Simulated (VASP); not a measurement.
Write the native input for VASP 6.6.1 that does the following.

- Task: single point
- Functional: PBE
- Potentials or basis: VASP PAW PBE potentials, release 64 (Cl, Br, Li_sv)
- Cutoff: 520 eV
- k mesh: 4 × 4 × 4
- Occupations: gaussian, width 0.01 eV
- Spin: no spin polarisation
- Dipole correction: no
- Further INCAR settings: ALGO = Normal; EDIFF = 1e-06; NBANDS = 18

The structure of Li2BrCl lies in POSCAR:

```
Li2BrCl
1.0
    1.8760659209      1.0831471644      6.1164156592
   -1.8760659209      1.0831471644      6.1164156592
    0.0000000000     -2.1662943289      6.1164156591
Cl Br Li
1 1 2
Direct
    1.0000000000      0.0000000000      0.0000000000
    0.5000000000      0.5000000000      0.5000000000
    0.2543610291      0.2543610291      0.2543610291
    0.7456389709      0.7456389709      0.7456389709
```

These files were run (other wordings do the same):

INCAR

```
SYSTEM = Li2BrCl
ALGO = Normal
EDIFF = 1E-6
ENCUT = 520
GGA = PE
ISIF = 2
ISMEAR = 0
LASPH = .TRUE.
LCHARG = .FALSE.
LREAL = .FALSE.
LWAVE = .FALSE.
NBANDS = 18
NELM = 80
PREC = Accurate
SIGMA = 0.01
```

KPOINTS

```
k-points
0
G
  4 4 4
  0 0 0
```

Potentials or basis: VASP PAW PBE potentials, release 64 (Cl, Br, Li_sv).

Run with:

```sh
$ cat potpaw_PBE.64/Cl/POTCAR potpaw_PBE.64/Br/POTCAR potpaw_PBE.64/Li_sv/POTCAR > POTCAR
$ mpirun -np 1 vasp_std > vasp.out
```

It gave:

| Item | Value |
| --- | --- |
| Largest force | 0.004 eV/Å |
| Band gap on the k mesh | 5.09 eV |

Caveat: the k points lie up to 0.49 Å⁻¹ apart.

Wall time 45 s on 1 thread of Intel Xeon 8259CL, with other jobs on the host, peak memory 0.31 GiB.
